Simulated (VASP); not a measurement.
# Cu (P6_3/mmc) in VASP: single point with PBEsol

Aim: the single point of Cu with PBEsol.

Everything below comes from runs of VASP 6.6.1. Logs are shortened: lines on timing, memory, paths and dates and some standing lists are left out, and cuts for length are marked.

**1. The cell of the first run**

The structure is hexagonal, space group P6_3/mmc (No. 194). Conventional cell: a = 2.520 Å, b = 2.520 Å, c = 4.116 Å, α = 90.00°, β = 90.00°, γ = 120.00°. Cu (site symmetry -6m2) has 12 Cu at 2.52 Å within 3.3 Å.

This isn't the form of Cu at room conditions, which is fcc.

**2. Single point, PBEsol**

Input file INCAR:

```
PREC     = Accurate       # precision mode
ENCUT    = 520            # plane-wave cutoff, eV
EDIFF    = 1E-6           # SCF threshold, eV
ISMEAR   = 0              # smearing method
SIGMA    = 0.15           # smearing width, eV
LREAL    = False          # projectors in reciprocal space
LASPH    = True           # aspherical terms in the spheres
NELM     = 60             # most SCF steps
ALGO     = Fast           # electronic algorithm
ISIF     = 2              # what is computed and relaxed
LWAVE    = False          # write WAVECAR
LCHARG   = False          # write CHGCAR
GGA      = PS             # functional
NBANDS   = 18             # bands
```

Input file KPOINTS:

```
regular mesh
0
Gamma
  24 24 12
```

Input file POSCAR:

```
Cu
1.0
    2.5204379666      0.0000000000      0.0000000000
   -1.2602189833      2.1827633078      0.0000000000
    0.0000000000      0.0000000000      4.1161056553
Cu
2
Direct
    0.3333333333      0.6666666667      0.2500000000
    0.6666666667      0.3333333333      0.7500000000
```

Potentials or basis: VASP PAW PBE potentials, release 64 (Cu).

Launch:

```console
cat potpaw_PBE.64/Cu/POTCAR > POTCAR
mpirun -np 1 vasp_std > vasp.out
```

OUTCAR:

```text
PREC = Accurate
   ENCUT = 520
   EDIFF = 1E-6
   ISMEAR = 0
   LREAL = False
   LASPH = True
   NELM = 60
   ISIF = 2
   GGA = PS

 ion  position               nearest neighbor table
   1  0.333  0.667  0.250-   2 2.52   2 2.52   2 2.52   2 2.52   2 2.52   2 2.52
   2  0.667  0.333  0.750-   1 2.52   1 2.52   1 2.52   1 2.52   1 2.52   1 2.52

  LATTYP: Found a hexagonal cell.
 ALAT       =     2.5204379666
 C/A-ratio  =     1.6330914348

  Lattice vectors:

 A1 = (   2.5204379666,   0.0000000000,   0.0000000000)
 A2 = (  -1.2602189833,   2.1827633078,   0.0000000000)
 A3 = (   0.0000000000,   0.0000000000,   4.1161056553)

Analysis of symmetry for initial positions (statically):
=====================================================================
 Subroutine PRICEL returns:
 Original cell was already a primitive cell.

 Routine SETGRP: Setting up the symmetry group for a
 hexagonal supercell.

 Subroutine GETGRP returns: Found 24 space group operations
 (whereof 12 operations were pure point group operations)
 out of a pool of 24 trial point group operations.

The static configuration has the point symmetry D_3d.
 The point group associated with its full space group is D_6h.

Analysis of symmetry for dynamics (positions and initial velocities):
=====================================================================
 Subroutine PRICEL returns:
 Original cell was already a primitive cell.

 Routine SETGRP: Setting up the symmetry group for a
 hexagonal supercell.

 Subroutine GETGRP returns: Found 24 space group operations
 (whereof 12 operations were pure point group operations)
 out of a pool of 24 trial point group operations.

The dynamic configuration has the point symmetry D_3d.
 The point group associated with its full space group is D_6h.

 Subroutine INISYM returns: Found 24 space group operations
 (whereof 12 operations are pure point group operations),
 and found     1 'primitive' translations

----------------------------------------------------------------------------------------

                                     Primitive cell

  volume of cell :      22.6448

  direct lattice vectors                    reciprocal lattice vectors
[... 77 lines left out ...]
 SYSTEM =  unknown system
   PREC   = accura    normal or accurate (medium, high low for compatibility)
   ISTART =      0    job   : 0-new  1-cont  2-samecut
   ICHARG =      2    charge: 1-file 2-atom 10-const
   ISPIN  =      1    spin polarized calculation?
   LNONCOLLINEAR =      F non collinear calculations
   LSORBIT =      F    spin-orbit coupling
   LASPH  =      T    aspherical Exc in radial PAW
   ENCUT  =  520.0 eV  38.22 Ry    6.18 a.u.   4.69  4.69  7.65*2*pi/ulx,y,z
   NELM   =     60;   NELMIN=  2; NELMDL= -5     # of ELM steps
   EDIFF  = 0.1E-05   stopping-criterion for ELM
   LREAL  =      F    real-space projection
   EDIFFG = 0.1E-04   stopping-criterion for IOM
   NSW    =      0    number of steps for IOM
   IBRION =     -1    ionic relax: 0-MD 1-quasi-New 2-CG
   NFREE  =      0    steps in history (QN), initial steepest desc. (CG)
   ISIF   =      2    stress and relaxation
   ISYM   =      2    0-nonsym 1-usesym 2-fastsym
   POTIM  = 0.5000    time-step for ionic-motion
   TEBEG  =    0.0;   TEEND  =   0.0 temperature during run
   PSTRESS=    0.0 pullay stress
   NELECT =      22.0000    total number of electrons
   NUPDOWN=      -1.0000    fix difference up-down
   EMIN   =  10.00;   EMAX   =-10.00  energy-range for DOS
   EFERMI =   0.00;   METHOD = LEGACY
   ISMEAR =     0;   SIGMA  =   0.15  broadening in eV -4-tet -1-fermi 0-gaus
   EFERMI_NEDOS =   21; number of points for ismear=-14 and -15
   IALGO  =     68    algorithm
   IMIX   =      4    mixing-type and parameters
     AMIX     =   0.40;   BMIX     =  1.00
     AMIX_MAG =   1.60;   BMIX_MAG =  1.00
  volume/ion in A,a.u.               =      11.32        76.41
  Fermi-wavevector in a.u.,A,eV,Ry     =   1.621409  3.064019 35.769284  2.628968
  Thomas-Fermi vector in A             =   2.715190
   LORBIT       =      0    0 simple, 1 ext, 2 COOP (PROOUT), +10 PAW based schemes
   GGA     = PS    functional components
   LHFCALC =     F    Hartree Fock is set to
   AEXX    =    0.0000 exact exchange contribution
   IVDW    =     0    specifies the selected vdW correction
   LEPSILON=     F    determine dielectric tensor
   LRPA    =     F    only Hartree local field effects (RPA)
 non-spin polarized calculation
 RMM-DIIS sequential band-by-band and
 Gauss-broadening in eV      SIGMA  =   0.15
  energy-cutoff  :      520.00
  volume of cell :       22.64
 maximum number of plane-waves:       628
 NGX is ok and might be reduce to    20
   NGX =  9   NGY =  9   NGZ = 15

 number of electron      21.9999982 magnetization

 Free energy of the ion-electron system (eV)
  ---------------------------------------------------
  ext. energy  EPLUGINS =         0.00000000
  ---------------------------------------------------
  free energy    TOTEN  =        -8.60341505 eV

  energy without entropy =       -8.59693872  energy(sigma->0) =       -8.60017688

 E-fermi :   7.9051     XC(G=0): -13.1556

 val. band max:        7.8878813721   @ k =   0.2500   0.0833   0.3333
 cond. band min:       7.9164350152   @ k =   0.5000  -0.0000   0.0000
 fundamental gap:      0.0285536431
 Fermi energy:         7.9051109530

 k-point     1 :       0.0000    0.0000    0.0000
  band No.  band energies     occupation
      1      -1.7832      2.00000
      2       2.5941      2.00000
      3       4.7692      2.00000
      4       4.8338      2.00000
      5       4.8338      2.00000
      6       5.0569      2.00000
[... 481 lines left out ...]
      5       4.7459      2.00000
      6       4.8539      2.00000
[... 10 lines left out ...]
     17      20.8532      0.00000
     18      28.0186      0.00000

 [... further k-points ...]
[... 5 lines left out ...]
  --------------------------------------------------------------------------------------
  -------------------------------------------------------------------------------------
  Total        0.1024363      0.1024363      0.2087226      0.0000000      0.0000000      0.0000000
  in kB        7.2476145      7.2476145     14.7676333      0.0000000      0.0000000      0.0000000
  external PRESSURE =       9.7542874 kB  Pullay stress =       0.0000000 kB

 VOLUME and BASIS-vectors are now :
 -----------------------------------------------------------------------------
  energy-cutoff  :      520.00
  volume of cell :       22.64
      direct lattice vectors                 reciprocal lattice vectors
     2.520437967  0.000000000  0.000000000     0.396756442  0.229067439  0.000000000
    -1.260218983  2.182763308  0.000000000     0.000000000  0.458134877  0.000000000
     0.000000000  0.000000000  4.116105655     0.000000000  0.000000000  0.242948088

 POSITION                                       TOTAL-FORCE (eV/Angst)
 -----------------------------------------------------------------------------------
     -0.00000      1.45518      1.02903        -0.000000     -0.000000      0.000000
      1.26022      0.72759      3.08708         0.000000      0.000000      0.000000
 -----------------------------------------------------------------------------------
    total drift:                               -0.000000      0.000000     -0.000000

  FREE ENERGIE OF THE ION-ELECTRON SYSTEM (eV)
  ---------------------------------------------------
  free  energy   TOTEN  =        -8.6034150452 eV

  energy  without entropy=       -8.5969387182  energy(sigma->0) =       -8.60017688
```

OSZICAR:

```text
N       E                     dE             d eps       ncg     rms          rms(c)
DAV:   1     0.120130975743E+03    0.12013E+03   -0.10610E+04 16740   0.222E+03
DAV:   2    -0.465155413649E+01   -0.12478E+03   -0.11842E+03 15420   0.288E+02
DAV:   3    -0.107458868176E+02   -0.60943E+01   -0.58942E+01 17224   0.861E+01
DAV:   4    -0.108088244063E+02   -0.62938E-01   -0.62889E-01 18290   0.941E+00
DAV:   5    -0.108096269645E+02   -0.80256E-03   -0.80253E-03 18796   0.923E-01    0.119E+01
RMM:   6    -0.937558553171E+01    0.14340E+01   -0.12457E+01 17982   0.626E+01    0.657E+00
RMM:   7    -0.862838460044E+01    0.74720E+00   -0.21509E+00 17785   0.270E+01    0.151E+00
RMM:   8    -0.860665909459E+01    0.21726E-01   -0.73959E-02 18859   0.252E+00    0.420E-01
RMM:   9    -0.860313442068E+01    0.35247E-02   -0.17018E-02 18575   0.245E+00    0.461E-02
RMM:  10    -0.860339165568E+01   -0.25723E-03   -0.25839E-03 19125   0.596E-01    0.452E-02
RMM:  11    -0.860340475196E+01   -0.13096E-04   -0.36742E-04 19161   0.192E-01    0.101E-02
RMM:  12    -0.860341378162E+01   -0.90297E-05   -0.87118E-05 20630   0.911E-02    0.390E-03
RMM:  13    -0.860341479141E+01   -0.10098E-05   -0.89624E-06 15305   0.306E-02    0.291E-03
RMM:  14    -0.860341504518E+01   -0.25377E-06   -0.21294E-06 11996   0.136E-02
   1 F= -.86034150E+01 E0= -.86001769E+01  d E =-.647633E-02
```

stdout:

```text
POSCAR found type information on POSCAR Cu
 POSCAR found :  1 types and       2 ions
 scaLAPACK will be used
 -----------------------------------------------------------------------------
|                                                                             |
|                                                                             |
|     You enforced a specific xc type in the INCAR file but a different       |
|     I HOPE YOU KNOW WHAT YOU ARE DOING!                                     |
|                                                                             |
 -----------------------------------------------------------------------------

 LDA part: xc-table for (Slater+PW92), standard interpolation
 POSCAR, INCAR and KPOINTS ok, starting setup
 FFT: planning ... GRIDC
 FFT: planning ... GRID_SOFT
 FFT: planning ... GRID
 WAVECAR not read
 entering main loop
WARNING in EDDRMM: call to ZHEGV failed, returncode =   8  4     18
WARNING in EDDRMM: call to ZHEGV failed, returncode =   6  3     15
```

Wall time 3.5 min (1 thread of Intel Xeon Platinum 8375C at 2.90GHz (Ice Lake), shared host); peak memory 0.25 GiB.

What came out:

| Item | Value |
| --- | --- |
| Free energy | -8.6034 eV |
| Pressure | 1.0 GPa |
| Band gap on the k mesh | zero (bands 11 and 12 overlap by 6.13 eV) |

Caveat: the PAW data sets were made with another functional, which shifts forces and pressure a little.
